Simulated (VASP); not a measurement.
The system is AlAs.

```
Al As
1.0
     0.00000    2.83790    2.83790
     2.83790    0.00000    2.83790
     2.83790    2.83790    0.00000
Al As
1 1
Direct
  0.00000 0.00000 0.00000
  0.75000 0.75000 0.75000
```

Base run:

```yaml
Program: VASP 6.6.1
Functional: r2SCAN
Potentials_or_basis: VASP PAW PBE potentials, release 64 (Al, As)
Cutoff: 550 eV
k_mesh: 7 × 7 × 7
Occupations: gaussian, width 0.01 eV
Spin: no spin polarisation
```

Its results: band gap on the k mesh 1.92 eV, indirect (least direct gap 2.64 eV); pressure 0.0 GPa.

Question: The run is repeated on the same cell with these changes: functional from r2SCAN to LDA; potentials or basis from VASP PAW PBE potentials, release 64 (Al, As) to VASP PAW LDA potentials, release 64 (Al, As); cutoff from 550 eV to 500 eV. What comes out?

Answer: Band gap on the k mesh 1.46 eV, indirect (least direct gap 1.82 eV); pressure -1.5 GPa.

Caveats: the PAW data sets were made with another functional, which shifts forces and pressure a little (some runs).

A k mesh can miss the band edges.
